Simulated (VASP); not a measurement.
Hf:

```
CELL_PARAMETERS angstrom
3.19670 0.00000 0.00000
-1.59835 2.76842 0.00000
0.00000 0.00000 5.05780
ATOMIC_POSITIONS crystal
Hf 0.33333 0.66667 0.25000
Hf 0.66667 0.33333 0.75000
```

* Program: VASP 6.6.1
* Task: relaxation of volume and atoms at fixed shape
* Functional: LDA
* Potentials or basis: VASP PAW LDA potentials, release 64 (Hf_pv)
* Cutoff: 600 eV
* k mesh: 8 × 8 × 5
* Occupations: methfessel-paxton, width 0.1 eV
* Spin: no spin polarisation

At the start: pressure -7.5 GPa; volume 22.38 Å³/atom.

Problem. How do energy, volume and symmetry change on relaxing?

Solution. Over 3 steps the energy falls by 36.1 meV/atom and the volume is 20.91 Å³/atom (-6.5 %); space group P6_3/mmc (No. 194, to 0.1 Å) before and after.

Step by step:
```
step  energy change (eV)  largest force (eV/Å)  pressure (GPa)  volume (Å³)
   1              0.0000                0.0000           -7.46        44.76
   2              0.0461                0.0000           11.81        38.35
   3             -0.0722                0.0000           -0.12        41.83
```

Final structure:
```yaml
crystal:
  lattice:
    - [3.12534, 0.00000, 0.00000]
    - [-1.56267, 2.70662, 0.00000]
    - [0.00000, 0.00000, 4.94489]
  atoms:
    - { symbol: Hf, position: [0.33333, 0.66667, 0.25000] }
    - { symbol: Hf, position: [0.66667, 0.33333, 0.75000] }
```
